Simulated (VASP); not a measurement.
# VWC2 (R-3m) in VASP: single point with PBE+U

Aim: the single point of VWC2 with PBE+U.

All numbers are computed with VASP 6.6.1; they aren't measurements. Logs are shortened: lines on timing, memory, paths and dates and some standing lists are left out, and cuts for length are marked.

**1. The cell of the first run**

Symmetry: R-3m, No. 166, trigonal system. The conventional cell has a = 3.034 Å, b = 3.034 Å, c = 14.802 Å, α = 90.00°, β = 90.00°, γ = 120.00°. W (site symmetry -3m) has 6 C at 2.17 Å within 2.9 Å. V (site symmetry -3m) has 6 C at 2.11 Å within 2.8 Å. Within 2.8 Å of C (site symmetry 3m) lie 3 V at 2.11 Å and 3 W at 2.17 Å.

**2. Single point, PBE+U, collinear spin, ferromagnetic start**

File POSCAR:

```
VWC2
1.0
    1.5170411163      0.8758640969      4.9338931930
   -1.5170411163      0.8758640969      4.9338931930
    0.0000000000     -1.7517281937      4.9338931930
W V C
1 1 2
Direct
    0.0000000000      0.0000000000      0.0000000000
    0.5000000000      0.5000000000      0.5000000000
    0.2464940000      0.2464940000      0.2464940000
    0.7535060000      0.7535060000      0.7535060000
```

File INCAR.step1:

```
PREC = Accurate
ENCUT = 520
EDIFF = 1E-7
ISMEAR = -1
SIGMA = 0.05
LREAL = F
LASPH = T
NELM = 150
ALGO = Normal
ISIF = 2
LWAVE = F
LCHARG = T
ISPIN = 2
MAGMOM = 0 2 0 0
LMAXMIX = 4
LDAU = T
LDAUTYPE = 2
LDAUL = 2 2 -1
LDAUU = 4 4 0
LDAUJ = 0 0 0
LDAUPRINT = 1
GGA = PE
NBANDS = 30
```

File KPOINTS.step1:

```
Automatic mesh
0
Gamma
  10 10 10
```

File INCAR.step2:

```
PREC = Accurate
ENCUT = 520
EDIFF = 1E-7
ISMEAR = -5
SIGMA = 0.05
LREAL = F
LASPH = T
NELM = 150
ALGO = Normal
ISIF = 2
LWAVE = F
LCHARG = F
ISPIN = 2
MAGMOM = 0 2 0 0
LORBIT = 10
LMAXMIX = 4
LDAU = T
LDAUTYPE = 2
LDAUL = 2 2 -1
LDAUU = 4 4 0
LDAUJ = 0 0 0
LDAUPRINT = 1
GGA = PE
NBANDS = 30
NEDOS = 2001
ICHARG = 11
```

File KPOINTS.step2:

```
Automatic mesh
0
Gamma
  15 15 15
```

Potentials or basis: VASP PAW PBE potentials, release 64 (W_sv, V_sv, C).

Launch:

```bash
> cat potpaw_PBE.64/W_sv/POTCAR potpaw_PBE.64/V_sv/POTCAR potpaw_PBE.64/C/POTCAR > POTCAR
> cp INCAR.step1 INCAR
> cp KPOINTS.step1 KPOINTS
> mpirun -np 1 vasp_std > vasp.out
> cp INCAR.step2 INCAR
> cp KPOINTS.step2 KPOINTS
> mpirun -np 1 vasp_std > vasp.out
```

OUTCAR:

```text
PREC = Accurate
   ENCUT = 520
   EDIFF = 1E-7
   ISMEAR = -5
   LREAL = F
   LASPH = T
   NELM = 150
   ISIF = 2
   ISPIN = 2
   LORBIT = 10
   GGA = PE
   ICHARG = 11

 ion  position               nearest neighbor table
   1  0.000  0.000  0.000-   4 2.17   3 2.17   4 2.17   4 2.17   3 2.17   3 2.17   2 3.03   2 3.03
                             2 3.03   2 3.03   2 3.03   2 3.03
   2  0.500  0.500  0.500-   3 2.11   4 2.11   3 2.11   3 2.11   4 2.11   4 2.11   1 3.03   1 3.03
                             1 3.03   1 3.03   1 3.03   1 3.03
   3  0.246  0.246  0.246-   2 2.11   2 2.11   2 2.11   1 2.17   1 2.17   1 2.17
   4  0.754  0.754  0.754-   2 2.11   2 2.11   2 2.11   1 2.17   1 2.17   1 2.17

  LATTYP: Found a trigonal (rhomboedric) cell.
 ALAT       =     5.2356330758
 COS(alpha) =     0.8320862373

  Lattice vectors:

 A1 = (   1.5170411163,   0.8758640969,   4.9338931930)
 A2 = (  -1.5170411163,   0.8758640969,   4.9338931930)
 A3 = (   0.0000000000,  -1.7517281937,   4.9338931930)

Analysis of symmetry for initial positions (statically):
=====================================================================
 Subroutine PRICEL returns:
 Original cell was already a primitive cell.

 Routine SETGRP: Setting up the symmetry group for a
 trigonal (rhombohedral) supercell.

 Subroutine GETGRP returns: Found 12 space group operations
 (whereof 12 operations were pure point group operations)
 out of a pool of 12 trial point group operations.

The static configuration has the point symmetry D_3d.

Analysis of symmetry for dynamics (positions and initial velocities):
=====================================================================
 Subroutine PRICEL returns:
 Original cell was already a primitive cell.

 Routine SETGRP: Setting up the symmetry group for a
 trigonal (rhombohedral) supercell.

 Subroutine GETGRP returns: Found 12 space group operations
 (whereof 12 operations were pure point group operations)
 out of a pool of 12 trial point group operations.

The dynamic configuration has the point symmetry D_3d.

Analysis of structural, dynamic, and magnetic symmetry:
=====================================================================
 Subroutine PRICEL returns:
 Original cell was already a primitive cell.

 Routine SETGRP: Setting up the symmetry group for a
 trigonal (rhombohedral) supercell.

 Subroutine GETGRP returns: Found 12 space group operations
 (whereof 12 operations were pure point group operations)
 out of a pool of 12 trial point group operations.

The overall configuration has the point symmetry D_3d.

 Subroutine INISYM returns: Found 12 space group operations
 (whereof 12 operations are pure point group operations),
 and found     1 'primitive' translations

----------------------------------------------------------------------------------------

                                     Primitive cell

  volume of cell :      39.3346

  direct lattice vectors                    reciprocal lattice vectors
[... 146 lines left out ...]
spin component  2

  0.3272  0.0000  0.0000 -0.0053 -0.0000
  0.0000  0.3904  0.0000 -0.0000 -0.0053
  0.0000  0.0000  0.3469 -0.0000 -0.0000
 -0.0053 -0.0000 -0.0000  0.3904  0.0000
 -0.0000 -0.0053 -0.0000  0.0000  0.3272

 occupancies and eigenvectors

  o =  0.2684  v =  0.0000  0.0000 -1.0000  0.0000 -0.0000  0.0000  0.0000  0.0000  0.0000  0.0000      0.0000  0.0000  0.0000  0.0000  0.0000  0.0000  0.0000  0.0000  0.0000  0.0000
  o =  0.2741  v = -0.7350  0.0000  0.0000  0.6781 -0.0000  0.0000  0.0000  0.0000  0.0000  0.0000      0.0000  0.0000  0.0000  0.0000  0.0000  0.0000  0.0000  0.0000  0.0000  0.0000
  o =  0.2741  v =  0.0000 -0.6781 -0.0000 -0.0000  0.7350  0.0000  0.0000  0.0000  0.0000  0.0000      0.0000  0.0000  0.0000  0.0000  0.0000  0.0000  0.0000  0.0000  0.0000  0.0000
  o =  0.3268  v =  0.0000  0.0000  0.0000  0.0000  0.0000 -0.0000  0.0830  0.0000 -0.0000  0.9966      0.0000  0.0000  0.0000  0.0000  0.0000  0.0000  0.0000  0.0000  0.0000  0.0000
  o =  0.3268  v =  0.0000  0.0000  0.0000  0.0000  0.0000  0.9966  0.0000 -0.0000  0.0830  0.0000      0.0000  0.0000  0.0000  0.0000  0.0000  0.0000  0.0000  0.0000  0.0000  0.0000
  o =  0.3469  v =  0.0000  0.0000  0.0000  0.0000  0.0000  0.0000 -0.0000  1.0000  0.0000 -0.0000      0.0000  0.0000  0.0000  0.0000  0.0000  0.0000  0.0000  0.0000  0.0000  0.0000
  o =  0.3619  v =  0.0000 -0.7350 -0.0000  0.0000 -0.6781  0.0000  0.0000  0.0000  0.0000  0.0000      0.0000  0.0000  0.0000  0.0000  0.0000  0.0000  0.0000  0.0000  0.0000  0.0000
  o =  0.3619  v = -0.6781  0.0000 -0.0000 -0.7350  0.0000  0.0000  0.0000  0.0000  0.0000  0.0000      0.0000  0.0000  0.0000  0.0000  0.0000  0.0000  0.0000  0.0000  0.0000  0.0000
  o =  0.3909  v =  0.0000  0.0000  0.0000  0.0000  0.0000 -0.0830 -0.0001 -0.0000  0.9966  0.0000      0.0000  0.0000  0.0000  0.0000  0.0000  0.0000  0.0000  0.0000  0.0000  0.0000
  o =  0.3909  v =  0.0000  0.0000  0.0000  0.0000  0.0000  0.0000 -0.9966 -0.0000 -0.0001  0.0830      0.0000  0.0000  0.0000  0.0000  0.0000  0.0000  0.0000  0.0000  0.0000  0.0000

atom =   2  type =  2  l = 2

 onsite density matrix

spin component  1

  0.4848 -0.0000 -0.0000 -0.0743  0.0000
 -0.0000  0.3759  0.0000 -0.0000 -0.0743
 -0.0000  0.0000  0.5274  0.0000 -0.0000
 -0.0743 -0.0000  0.0000  0.3759  0.0000
  0.0000 -0.0743 -0.0000  0.0000  0.4848

spin component  2

  0.1773  0.0000 -0.0000  0.0771 -0.0000
  0.0000  0.2010  0.0000 -0.0000  0.0771
 -0.0000  0.0000  0.1148  0.0000 -0.0000
  0.0771 -0.0000  0.0000  0.2010 -0.0000
 -0.0000  0.0771 -0.0000 -0.0000  0.1773

 occupancies and eigenvectors

  o =  0.1112  v =  0.0000  0.0000  0.0000  0.0000  0.0000  0.7588 -0.0000  0.0000 -0.6513  0.0000      0.0000  0.0000  0.0000  0.0000  0.0000  0.0000  0.0000  0.0000  0.0000  0.0000
  o =  0.1112  v =  0.0000  0.0000  0.0000  0.0000  0.0000 -0.0000 -0.6513  0.0000  0.0000  0.7588      0.0000  0.0000  0.0000  0.0000  0.0000  0.0000  0.0000  0.0000  0.0000  0.0000
  o =  0.1148  v =  0.0000  0.0000  0.0000  0.0000  0.0000  0.0000 -0.0000 -1.0000 -0.0000  0.0000      0.0000  0.0000  0.0000  0.0000  0.0000  0.0000  0.0000  0.0000  0.0000  0.0000
  o =  0.2671  v =  0.0000  0.0000  0.0000  0.0000  0.0000 -0.0000 -0.7588  0.0000 -0.0000 -0.6513      0.0000  0.0000  0.0000  0.0000  0.0000  0.0000  0.0000  0.0000  0.0000  0.0000
  o =  0.2671  v =  0.0000  0.0000  0.0000  0.0000  0.0000  0.6513 -0.0000 -0.0000  0.7588 -0.0000      0.0000  0.0000  0.0000  0.0000  0.0000  0.0000  0.0000  0.0000  0.0000  0.0000
  o =  0.3383  v =  0.0000  0.8919 -0.0000  0.0000  0.4522  0.0000  0.0000  0.0000  0.0000  0.0000      0.0000  0.0000  0.0000  0.0000  0.0000  0.0000  0.0000  0.0000  0.0000  0.0000
  o =  0.3383  v =  0.4522  0.0000  0.0000  0.8919 -0.0000  0.0000  0.0000  0.0000  0.0000  0.0000      0.0000  0.0000  0.0000  0.0000  0.0000  0.0000  0.0000  0.0000  0.0000  0.0000
  o =  0.5224  v = -0.8919  0.0000  0.0000  0.4522 -0.0000  0.0000  0.0000  0.0000  0.0000  0.0000      0.0000  0.0000  0.0000  0.0000  0.0000  0.0000  0.0000  0.0000  0.0000  0.0000
  o =  0.5224  v =  0.0000 -0.4522  0.0000  0.0000  0.8919  0.0000  0.0000  0.0000  0.0000  0.0000      0.0000  0.0000  0.0000  0.0000  0.0000  0.0000  0.0000  0.0000  0.0000  0.0000
  o =  0.5274  v =  0.0000 -0.0000 -1.0000  0.0000  0.0000  0.0000  0.0000  0.0000  0.0000  0.0000      0.0000  0.0000  0.0000  0.0000  0.0000  0.0000  0.0000  0.0000  0.0000  0.0000

 number of electron      35.0000005 magnetization       1.0121078

 Free energy of the ion-electron system (eV)
  ---------------------------------------------------
  ext. energy  EPLUGINS =         0.00000000
  ---------------------------------------------------
  free energy    TOTEN  =       -32.19193343 eV

  energy without entropy =      -32.19193343  energy(sigma->0) =      -32.19193343

 E-fermi :  11.8431     XC(G=0): -13.5389

 val. band max:       11.8828133069   @ k =  -0.2000   0.2000   0.0000
 cond. band min:      11.7415755835   @ k =   0.0000   0.0000   0.0000
 fundamental gap:     -0.1412377234
 Fermi energy:        11.8430891865

 spin component 1

 k-point     1 :       0.0000    0.0000    0.0000
  band No.  band energies     occupation
      1     -63.8377      1.00000
      2     -53.9749      1.00000
      3     -28.2137      1.00000
      4     -27.8366      1.00000
      5     -27.8366      1.00000
      6     -27.7335      1.00000
[... 1529 lines left out ...]
     28      21.3114      0.00000
     29      24.5389      0.00000

 [... further k-points ...]

 [bands above 29 left out]

------------------------ aborting loop because EDIFF is reached ----------------------------------------

  FORCE on cell =-STRESS in cart. coord.  units (eV):
  Direction    XX          YY          ZZ          XY          YZ          ZX
  --------------------------------------------------------------------------------------
  -------------------------------------------------------------------------------------
  Total        3.3557816      3.3557816      3.2367887      0.0000000      0.0000000      0.0000000
  in kB      136.6876276    136.6876276    131.8408098      0.0000000      0.0000000      0.0000000
  external PRESSURE =     135.0720216 kB  Pullay stress =       0.0000000 kB

 VOLUME and BASIS-vectors are now :
 -----------------------------------------------------------------------------
  energy-cutoff  :      520.00
  volume of cell :       39.33
      direct lattice vectors                 reciprocal lattice vectors
     1.517041116  0.875864097  4.933893193     0.329588957  0.190288273  0.067559901
    -1.517041116  0.875864097  4.933893193    -0.329588957  0.190288273  0.067559901
     0.000000000 -1.751728194  4.933893193     0.000000000 -0.380576547  0.067559901

 POSITION                                       TOTAL-FORCE (eV/Angst)
 -----------------------------------------------------------------------------------
      0.00000      0.00000      0.00000        -0.000000      0.000000      0.000000
      0.00000      0.00000      7.40084         0.000000      0.000000      0.000000
      0.00000      0.00000      3.64853         0.000000      0.000000      0.674890
      0.00000      0.00000     11.15315         0.000000     -0.000000     -0.674890
 -----------------------------------------------------------------------------------
    total drift:                               -0.000000     -0.000000     -0.000000

  FREE ENERGIE OF THE ION-ELECTRON SYSTEM (eV)
  ---------------------------------------------------
  free  energy   TOTEN  =       -32.1919334307 eV

  energy  without entropy=      -32.1919334307  energy(sigma->0) =      -32.19193343

 total charge

# of ion       s       p       d       tot
------------------------------------------
    1        2.343   6.416   3.267  12.026
    2        2.246   6.294   3.087  11.627
    3        0.876   1.581   0.000   2.457
    4        0.876   1.581   0.000   2.457
--------------------------------------------------
tot          6.341  15.872   6.354  28.567

 magnetization (x)

# of ion       s       p       d       tot
------------------------------------------
    1       -0.009  -0.014  -0.241  -0.264
    2        0.011   0.012   1.379   1.402
    3       -0.009  -0.054   0.000  -0.063
    4       -0.009  -0.054   0.000  -0.063
--------------------------------------------------
tot         -0.016  -0.110   1.138   1.011
```

Wall time 42 min (1 thread of Intel Xeon 8259CL, shared host); peak memory 0.75 GiB.

What came out:

```
Net moment                                            : 1.01 μB per cell
Site moments                                          : W -0.26; V +1.40; C -0.06 μB
Valence electrons inside the program's atomic spheres : W 12.03; V 11.63; C 2.46
```

Eigenvalues of the final occupation matrices:
| site | spin | trace | eigenvalues |
| --- | --- | --- | --- |
| site 1 d | 1 | 1.54 | 0.27 0.27 0.27 0.36 0.36 |
| site 1 d | 2 | 1.78 | 0.33 0.33 0.35 0.39 0.39 |
| site 2 d | 1 | 2.25 | 0.34 0.34 0.52 0.52 0.53 |
| site 2 d | 2 | 0.87 | 0.11 0.11 0.11 0.27 0.27 |

Caveat: spin-orbit coupling is left out, which moves the levels of the heavy elements; the U is typed as a test and isn't derived for this compound. The state reached can hang on the start; a lower one may exist.
